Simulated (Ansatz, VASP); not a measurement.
**BiPt3 in VASP and in Ansatz**

```
Bi Pt
1.0
     4.18649    0.00000    0.00000
     0.00000    4.18649    0.00000
     0.00000    0.00000    4.18649
Bi Pt
1 3
Cartesian
  0.0000 0.0000 0.0000
  2.0932 2.0932 0.0000
  2.0932 0.0000 2.0932
  0.0000 2.0932 2.0932
```

Alike in both runs: task single point; functional PBE; k mesh 7 × 7 × 7; occupations fermi-dirac, width 0.05 eV; no spin polarisation.

|  | VASP | Ansatz |
| --- | --- | --- |
| version | VASP 6.6.1 | Ansatz 0.2.0 |
| potentials or method | VASP PAW PBE potentials, release 64 (Bi_d, Pt) | Ansatz PAW |
| plane-wave cutoff (eV) | 520 | 420 |
| valence electrons in the cell | 45 | 69 |

```csv
,VASP,Ansatz,Ansatz less VASP
gap on the k mesh at the Fermi level (eV),none,none,-
pressure (GPa),-1.3,-1.2,+0.15
```

A gap of «none» marks a metal or a gap that the smearing closes. VASP's potentials hold 45 valence electrons a cell and Ansatz's 69, so a difference there can come from the potentials and not from the codes.

Spin-orbit coupling is off throughout.
